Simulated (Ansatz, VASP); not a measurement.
SnSe: VASP beside Ansatz

Contents of INCAR:

```
PREC = Accurate
ENCUT = 600
EDIFF = 1E-6
ISMEAR = -1
SIGMA = 0.05
LREAL = False
LASPH = True
NELM = 80
ALGO = Normal
ISIF = 3
LWAVE = False
LCHARG = False
GGA = B5
ALDAX = 1.0
AGGAX = 1.0
AGGAC = 1.0
ALDAC = 0.0
IBRION = 2
NSW = 60
EDIFFG = -0.01
```

KPOINTS

```
Automatic mesh
0
Gamma
  8 8 8
```

File POSCAR:

```
SnSe
1.0
    0.0000000000      3.0100000000      3.0100000000
    3.0100000000      0.0000000000      3.0100000000
    3.0100000000      3.0100000000      0.0000000000
Sn Se
1 1
Direct
    0.0000000000      0.0000000000      0.0000000000
    0.5000000000      0.5000000000      0.5000000000
```

File input.yaml:

```yaml
crystal:
  lattice:
    - [0.0, 3.01, 3.01]
    - [3.01, 0.0, 3.01]
    - [3.01, 3.01, 0.0]
  atoms:
    - { symbol: Sn, position: [0.0, 0.0, 0.0] }
    - { symbol: Se, position: [0.5, 0.5, 0.5] }
hamiltonian:
  xc: blyp
  pseudopotentials: { kind: paw }
kpoints:
  mp_grid: { grid: [8, 8, 8] }
scf:
  occupations: { method: fermi_dirac, width: 0.05 }
output:
  forces: true
  stress: true
  write_density: true
  write_potential: true
  elf: true
  volumetric_format: npy
relax:
  f_tol: 0.01
  max_steps: 40
  cell: { stress_tol: 0.05 }
```

Alike in both runs: task relaxation of cell and atoms; functional BLYP; k mesh 8 × 8 × 8; occupations fermi-dirac, width 0.05 eV; no spin polarisation.

|  | VASP | Ansatz |
| --- | --- | --- |
| version | VASP 6.6.1 | Ansatz 0.2.0 |
| potentials or method | VASP PAW PBE potentials, release 64 (Sn_d, Se) | Ansatz PAW |
| plane-wave cutoff (eV) | 600 | 420 |
| valence electrons in the cell | 20 | 30 |

|  | VASP | Ansatz | Ansatz less VASP |
| --- | --- | --- | --- |
| gap on the k mesh at the Fermi level, each at its own relaxed structure (eV) | 0.04 | 0.03 | -0.010 |
| relaxed volume (Å³/atom) | 30.09 | 30.05 | -0.040 |
| relaxed length of the cell vector where the two differ most in proportion (Å) | 4.399 | 4.397 | -0.0020 |

VASP's potentials were made for PBE, not for BLYP. VASP's potentials hold 20 valence electrons a cell and Ansatz's 30, so a difference there can come from the potentials and not from the codes.

Noted on Ansatz's run: the plane-wave basis is chosen anew once the cell has moved, so the energies of steps on either side of that aren't comparable.
